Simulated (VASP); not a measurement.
# Al (Fm-3m) in VASP: further runs

Al is run at these levels: PBEsol; tasks: single point, relaxation of cell and atoms.

Everything below comes from runs of VASP 6.6.1. Logs are shortened: lines on timing, memory, paths and dates and some standing lists are left out, and cuts for length are marked.

### 1 The cell of the first run

It takes space group Fm-3m (No. 225, cubic). The conventional cell has a = 4.019 Å, b = 4.019 Å, c = 4.019 Å, α = 90.00°, β = 90.00°, γ = 90.00°. Al (site symmetry m-3m) has 12 Al at 2.84 Å within 3.7 Å.

### 2 Single point, PBEsol

The input, INCAR:

```
  ALGO = Normal
  EDIFF = 1E-6
  ENCUT = 520
  GGA = PS
  ISIF = 2
  ISMEAR = -1
  LASPH = T
  LCHARG = F
  LREAL = F
  LWAVE = F
  NBANDS = 8
  NELM = 100
  PREC = Accurate
  SIGMA = 0.1
```

The input, KPOINTS:

```
k-points
0
Gamma
  9 9 9
```

The input, POSCAR:

```
Al
1.0
    0.0000000000      2.0095729042      2.0095729042
    2.0095729042      0.0000000000      2.0095729042
    2.0095729042      2.0095729042      0.0000000000
Al
1
Direct
    0.0000000000      0.0000000000      0.0000000000
```

Potentials or basis: VASP PAW PBE potentials, release 64 (Al).

Command:

```bash
$ cat potpaw_PBE.64/Al/POTCAR > POTCAR
$ mpirun -np 1 vasp_std > vasp.out
```

OUTCAR:

```text
EDIFF = 1E-6
   ENCUT = 520
   GGA = PS
   ISIF = 2
   ISMEAR = -1
   LASPH = T
   LREAL = F
   NELM = 100
   PREC = Accurate

 ion  position               nearest neighbor table
   1  0.000  0.000  0.000-

  LATTYP: Found a face centered cubic cell.
 ALAT       =     4.0191458084

  Lattice vectors:

 A1 = (   0.0000000000,   2.0095729042,   2.0095729042)
 A2 = (   2.0095729042,   0.0000000000,   2.0095729042)
 A3 = (   2.0095729042,   2.0095729042,   0.0000000000)

Analysis of symmetry for initial positions (statically):
=====================================================================
 Subroutine PRICEL returns:
 Original cell was already a primitive cell.

 Routine SETGRP: Setting up the symmetry group for a
 face centered cubic supercell.

 Subroutine GETGRP returns: Found 48 space group operations
 (whereof 48 operations were pure point group operations)
 out of a pool of 48 trial point group operations.

The static configuration has the point symmetry O_h .

Analysis of symmetry for dynamics (positions and initial velocities):
=====================================================================
 Subroutine PRICEL returns:
 Original cell was already a primitive cell.

 Routine SETGRP: Setting up the symmetry group for a
 face centered cubic supercell.

 Subroutine GETGRP returns: Found 48 space group operations
 (whereof 48 operations were pure point group operations)
 out of a pool of 48 trial point group operations.

The dynamic configuration has the point symmetry O_h .

 Subroutine INISYM returns: Found 48 space group operations
 (whereof 48 operations are pure point group operations),
 and found     1 'primitive' translations

----------------------------------------------------------------------------------------

                                     Primitive cell

  volume of cell :      16.2309

  direct lattice vectors                    reciprocal lattice vectors
     0.000000000  2.009572904  2.009572904    -0.248809087  0.248809087  0.248809087
     2.009572904  0.000000000  2.009572904     0.248809087 -0.248809087  0.248809087
     2.009572904  2.009572904  0.000000000     0.248809087  0.248809087 -0.248809087

  length of vectors
     2.841965256  2.841965256  2.841965256     0.430949980  0.430949980  0.430949980

  position of ions in fractional coordinates (direct lattice)
     0.000000000  0.000000000  0.000000000

  ion indices of the primitive-cell ions
   primitive index   ion index
                 1           1

----------------------------------------------------------------------------------------

 KPOINTS: k-points

Automatic generation of k-mesh.
 Grid dimensions read from file:
 generate k-points for:    9    9    9

 Generating k-lattice:

  Cartesian coordinates                     Fractional coordinates (reciprocal lattice)
    -0.027645454  0.027645454  0.027645454     0.111111111  0.000000000  0.000000000
     0.027645454 -0.027645454  0.027645454     0.000000000  0.111111111  0.000000000
     0.027645454  0.027645454 -0.027645454     0.000000000  0.000000000  0.111111111

  Length of vectors
     0.047883331  0.047883331  0.047883331

  Shift w.r.t. Gamma in fractional coordinates (k-lattice)
     0.000000000  0.000000000  0.000000000

 Subroutine IBZKPT returns following result:
 ===========================================

 Found     35 irreducible k-points:

 Following reciprocal coordinates:
            Coordinates               Weight
  0.000000  0.000000  0.000000      1.000000
  0.111111  0.000000  0.000000      8.000000
  0.222222  0.000000  0.000000      8.000000
  0.333333  0.000000  0.000000      8.000000
  0.444444  0.000000  0.000000      8.000000
  0.111111  0.111111  0.000000      6.000000
[... 16 lines left out ...]
 -0.333333  0.333333  0.000000     12.000000
  0.444444  0.444444  0.000000      6.000000
 [... further k-points ...]
   k-points           NKPTS =     35   k-points in BZ     NKDIM =     35   number of bands    NBANDS=      8
   number of dos      NEDOS =    301   number of ions     NIONS =      1
   total plane-waves  NPLWV =  13824
   dimension x,y,z NGX =    24 NGY =   24 NGZ =   24
   dimension x,y,z NGXF=    48 NGYF=   48 NGZF=   48
   ions per type =               1
   NGX,Y,Z   is equivalent  to a cutoff of  14.04, 14.04, 14.04 a.u.
   NGXF,Y,Z  is equivalent  to a cutoff of  28.08, 28.08, 28.08 a.u.
 SYSTEM =  unknown system
   PREC   = accura    normal or accurate (medium, high low for compatibility)
   ISTART =      0    job   : 0-new  1-cont  2-samecut
   ICHARG =      2    charge: 1-file 2-atom 10-const
   ISPIN  =      1    spin polarized calculation?
   LNONCOLLINEAR =      F non collinear calculations
   LSORBIT =      F    spin-orbit coupling
   LASPH  =      T    aspherical Exc in radial PAW
   ENCUT  =  520.0 eV  38.22 Ry    6.18 a.u.   5.28  5.28  5.28*2*pi/ulx,y,z
   NELM   =    100;   NELMIN=  2; NELMDL= -5     # of ELM steps
   EDIFF  = 0.1E-05   stopping-criterion for ELM
   LREAL  =      F    real-space projection
   EDIFFG = 0.1E-04   stopping-criterion for IOM
   NSW    =      0    number of steps for IOM
   IBRION =     -1    ionic relax: 0-MD 1-quasi-New 2-CG
   NFREE  =      0    steps in history (QN), initial steepest desc. (CG)
   ISIF   =      2    stress and relaxation
   ISYM   =      2    0-nonsym 1-usesym 2-fastsym
   POTIM  = 0.5000    time-step for ionic-motion
   TEBEG  =    0.0;   TEEND  =   0.0 temperature during run
   PSTRESS=    0.0 pullay stress
   NELECT =       3.0000    total number of electrons
   NUPDOWN=      -1.0000    fix difference up-down
   EMIN   =  10.00;   EMAX   =-10.00  energy-range for DOS
   EFERMI =   0.00;   METHOD = LEGACY
   ISMEAR =    -1;   SIGMA  =   0.10  broadening in eV -4-tet -1-fermi 0-gaus
   EFERMI_NEDOS =   21; number of points for ismear=-14 and -15
   IALGO  =     38    algorithm
   IMIX   =      4    mixing-type and parameters
     AMIX     =   0.40;   BMIX     =  1.00
     AMIX_MAG =   1.60;   BMIX_MAG =  1.00
  volume/ion in A,a.u.               =      16.23       109.53
  Fermi-wavevector in a.u.,A,eV,Ry     =   0.932541  1.762248 11.832083  0.869634
  Thomas-Fermi vector in A             =   2.059150
   LORBIT       =      0    0 simple, 1 ext, 2 COOP (PROOUT), +10 PAW based schemes
   GGA     = PS    functional components
   LHFCALC =     F    Hartree Fock is set to
   AEXX    =    0.0000 exact exchange contribution
   IVDW    =     0    specifies the selected vdW correction
   LEPSILON=     F    determine dielectric tensor
   LRPA    =     F    only Hartree local field effects (RPA)
 non-spin polarized calculation
  energy-cutoff  :      520.00
  volume of cell :       16.23
 maximum number of plane-waves:       448
 NGX is ok and might be reduce to    24
   NGX = 11   NGY = 11   NGZ = 11

 number of electron       3.0000000 magnetization

 Free energy of the ion-electron system (eV)
  ---------------------------------------------------
  ext. energy  EPLUGINS =         0.00000000
  ---------------------------------------------------
  free energy    TOTEN  =        -4.07102321 eV

  energy without entropy =       -4.05290613  energy(sigma->0) =       -4.06196467

 E-fermi :   8.0972     XC(G=0): -10.3166

 val. band max:        7.9838814973   @ k =   0.4444   0.4444   0.0000
 cond. band min:       8.1225565162   @ k =  -0.4444   0.3333   0.1111
 fundamental gap:      0.1386750189
 Fermi energy:         8.0972344659

 k-point     1 :       0.0000    0.0000    0.0000
  band No.  band energies     occupation
      1      -3.1213      2.00000
      2      20.8091      0.00000
      3      20.8091      0.00000
      4      20.8091      0.00000
      5      22.4254      0.00000
      6      22.4254      0.00000
      7      22.4254      0.00000
      8      24.7280      0.00000

 k-point     2 :       0.1111    0.0000    0.0000
  band No.  band energies     occupation
      1      -2.7824      2.00000
      2      17.0718      0.00000
      3      20.0123      0.00000
      4      20.0123      0.00000
      5      23.0322      0.00000
      6      23.7244      0.00000
      7      23.7244      0.00000
      8      26.1575      0.00000

 k-point     3 :       0.2222    0.0000    0.0000
  band No.  band energies     occupation
      1      -1.7706      2.00000
      2      12.6397      0.00000
      3      19.2448      0.00000
      4      19.2448      0.00000
      5      22.6883      0.00000
      6      23.5190      0.00000
      7      23.5190      0.00000
      8      26.4821      0.00000

 k-point     4 :       0.3333    0.0000    0.0000
  band No.  band energies     occupation
      1      -0.1005      2.00000
      2       8.6210      0.01057
      3      18.9925      0.00000
      4      18.9925      0.00000
      5      21.6026      0.00000
      6      21.6026      0.00000
      7      22.5960      0.00000
      8      25.6301      0.00000

 k-point     5 :       0.4444    0.0000    0.0000
  band No.  band energies     occupation
      1       2.2034      2.00000
      2       5.1323      2.00000
      3      19.2971      0.00000
      4      19.2971      0.00000
      5      20.1710      0.00000
      6      20.1710      0.00000
      7      23.0233      0.00000
      8      24.0794      0.00000

 k-point     6 :       0.1111    0.1111    0.0000
  band No.  band energies     occupation
      1      -2.6696      2.00000
      2      18.4486      0.00000
      3      18.4486      0.00000
      4      18.6731      0.00000
      5      21.4711      0.00000
      6      23.5905      0.00000
      7      25.4360      0.00000
      8      25.4360      0.00000

 k-point     7 :       0.2222    0.1111    0.0000
  band No.  band energies     occupation
      1      -1.8827      2.00000
      2      14.2952      0.00000
      3      17.4198      0.00000
      4      18.8759      0.00000
      5      20.8379      0.00000
      6      22.3735      0.00000
      7      25.8273      0.00000
      8      26.4810      0.00000

 k-point     8 :       0.3333    0.1111    0.0000
  band No.  band energies     occupation
      1      -0.4330      2.00000
      2      10.1669      0.00000
      3      16.9562      0.00000
      4      18.4306      0.00000
      5      18.7712      0.00000
      6      24.7237      0.00000
      7      24.8616      0.00000
      8      25.8885      0.00000

 k-point     9 :       0.4444    0.1111    0.0000
  band No.  band energies     occupation
      1       1.6583      2.00000
      2       6.5112      2.00000
      3      16.8764      0.00000
      4      17.0639      0.00000
      5      18.8067      0.00000
      6      23.1655      0.00000
      7      25.6725      0.00000
      8      26.4492      0.00000

 k-point    10 :      -0.4444    0.1111    0.0000
  band No.  band energies     occupation
      1       3.3836      2.00000
      2       4.3917      2.00000
      3      15.7812      0.00000
      4      17.7464      0.00000
      5      19.5501      0.00000
      6      22.1187      0.00000
      7      25.0858      0.00000
      8      26.7229      0.00000
[... 78 lines left out ...]
 k-point    18 :      -0.3333    0.2222    0.0000
  band No.  band energies     occupation
      1       2.5287      2.00000
      2       7.2934      1.99935
      3      11.3981      0.00000
      4      16.9728      0.00000
      5      18.8924      0.00000
      6      24.8289      0.00000
      7      27.2577      0.00000
      8      28.2982      0.00000

 k-point    19 :      -0.2222    0.2222    0.0000
  band No.  band energies     occupation
      1       0.4515      2.00000
      2      10.3457      0.00000
      3      11.8981      0.00000
      4      18.6144      0.00000
      5      20.6374      0.00000
      6      24.2996      0.00000
      7      25.2309      0.00000
      8      26.2887      0.00000

 k-point    20 :       0.3333    0.3333    0.0000
  band No.  band energies     occupation
      1       0.8895      2.00000
      2      12.5342      0.00000
      3      14.3811      0.00000
      4      14.6461      0.00000
      5      14.6461      0.00000
      6      18.2424      0.00000
      7      31.2317      0.00000
      8      32.6857      0.00000

 k-point    21 :       0.4444    0.3333    0.0000
  band No.  band energies     occupation
      1       2.5196      2.00000
      2      10.3122      0.00000
      3      11.0576      0.00000
      4      14.3612      0.00000
      5      15.6822      0.00000
      6      19.5927      0.00000
      7      30.5076      0.00000
      8      32.8502      0.00000

 k-point    22 :      -0.4444    0.3333    0.0000
  band No.  band energies     occupation
      1       4.7348      2.00000
      2       7.6082      1.98507
      3       8.9080      0.00060
      4      14.6529      0.00000
      5      16.2604      0.00000
      6      23.0406      0.00000
      7      29.3306      0.00000
      8      31.6402      0.00000

 k-point    23 :      -0.3333    0.3333    0.0000
  band No.  band energies     occupation
      1       4.7800      2.00000
      2       7.0247      1.99996
      3       8.5366      0.02441
      4      15.5225      0.00000
      5      17.2975      0.00000
      6      26.9882      0.00000
      7      28.5338      0.00000
      8      28.5699      0.00000

 k-point    24 :       0.4444    0.4444    0.0000
  band No.  band energies     occupation
      1       3.8851      2.00000
      2       7.9839      1.51298
      3      13.4911      0.00000
      4      13.8819      0.00000
      5      13.8819      0.00000
      6      17.4352      0.00000
      7      33.2831      0.00000
      8      34.8718      0.00000

 [... further k-points ...]

------------------------ aborting loop because EDIFF is reached ----------------------------------------

  FORCE on cell =-STRESS in cart. coord.  units (eV):
  Direction    XX          YY          ZZ          XY          YZ          ZX
  --------------------------------------------------------------------------------------
  -------------------------------------------------------------------------------------
  Total        0.0056935      0.0056935      0.0056935      0.0000000      0.0000000      0.0000000
  in kB        0.5620195      0.5620195      0.5620195      0.0000000      0.0000000      0.0000000
  external PRESSURE =       0.5620195 kB  Pullay stress =       0.0000000 kB

 VOLUME and BASIS-vectors are now :
 -----------------------------------------------------------------------------
  energy-cutoff  :      520.00
  volume of cell :       16.23
      direct lattice vectors                 reciprocal lattice vectors
     0.000000000  2.009572904  2.009572904    -0.248809087  0.248809087  0.248809087
     2.009572904  0.000000000  2.009572904     0.248809087 -0.248809087  0.248809087
     2.009572904  2.009572904  0.000000000     0.248809087  0.248809087 -0.248809087

 POSITION                                       TOTAL-FORCE (eV/Angst)
 -----------------------------------------------------------------------------------
      0.00000      0.00000      0.00000         0.000000      0.000000      0.000000
 -----------------------------------------------------------------------------------
    total drift:                                0.000000     -0.000000     -0.000000

  FREE ENERGIE OF THE ION-ELECTRON SYSTEM (eV)
  ---------------------------------------------------
  free  energy   TOTEN  =        -4.0710232084 eV

  energy  without entropy=       -4.0529061277  energy(sigma->0) =       -4.06196467
```

Run time: 3.6 s. Hardware: 1 thread of Intel Xeon Platinum 8375C at 2.90GHz (Ice Lake), shared host; peak memory 0.13 GiB.

Results:

```
Free energy : -4.0710 eV
Pressure    : 0.1 GPa
```

Levels at points of the mesh, in eV from the Fermi level:
```
           k point  band 1  band 2  band 3  band 4
(0.00, 0.00, 0.00)  -11.22   12.71   12.71   12.71
```

Caveat: the PAW data sets were made with another functional, which shifts forces and pressure a little.

### 3 Relaxation of cell and atoms, PBEsol

This run uses another cell than the first one, of 16.60 Å³/atom, 1.023 times its volume.

The input, INCAR:

```
  ALGO = Normal
  EDIFF = 1E-6
  EDIFFG = -0.03
  ENCUT = 600
  GGA = PS
  IBRION = 2
  ISIF = 3
  ISMEAR = -1
  LASPH = True
  LCHARG = False
  LREAL = False
  LWAVE = False
  NELM = 60
  NSW = 80
  PREC = Accurate
  SIGMA = 0.1
```

KPOINTS is that of step 2.

The input, POSCAR:

```
Al
1.0
    0.0000000000      2.0248050000      2.0248050000
    2.0248050000      0.0000000000      2.0248050000
    2.0248050000      2.0248050000      0.0000000000
Al
1
Direct
    0.0000000000      0.0000000000      0.0000000000
```

Potentials or basis: VASP PAW PBE potentials, release 64 (Al).

Command:

```bash
$ cat potpaw_PBE.64/Al/POTCAR > POTCAR
$ mpirun -np 1 vasp_std > vasp.out
```

Wall time 4.7 s (1 thread of Intel Xeon Platinum 8375C at 2.90GHz (Ice Lake), shared host); peak memory 0.13 GiB.

It converged, with:

```yaml
Free_energy: -4.0711 eV
Relaxed_volume: 16.24 Å³/atom
Relaxed_cell: a = 2.843 Å, b = 2.843 Å, c = 2.843 Å, α = 60.00°, β = 60.00°, γ = 60.00°
Space_group_after_relaxing_to_0.05_Å: Fm-3m (No. 225)
Energy_gained_by_relaxing: 2.0 meV/atom
Ionic_steps: 3
Pressure_after_relaxing: 0.0 GPa
```

Step by step:
| step | energy change (eV) | largest force (eV/Å) | pressure (GPa) | volume (Å³) |
| --- | --- | --- | --- | --- |
| 1 | 0.0000 | 0.0000 | -1.70 | 16.60 |
| 2 | -0.0019 | 0.0000 | 0.30 | 16.18 |
| 3 | -0.0020 | 0.0000 | 0.00 | 16.24 |

Final structure:
```xyz
1
Lattice="0.0000 2.0100 2.0100 2.0100 0.0000 2.0100 2.0100 2.0100 0.0000" Properties=species:S:1:pos:R:3 pbc="T T T"
Al    0.0000    0.0000    0.0000
```

Levels at points of the mesh, in eV from the Fermi level:
| k point | band 1 | band 2 | band 3 | band 4 |
| --- | --- | --- | --- | --- |
| (0.00, 0.00, 0.00) | -11.21 | 12.71 | 12.71 | 12.71 |

Caveat: the PAW data sets were made with another functional, which shifts forces and pressure a little.
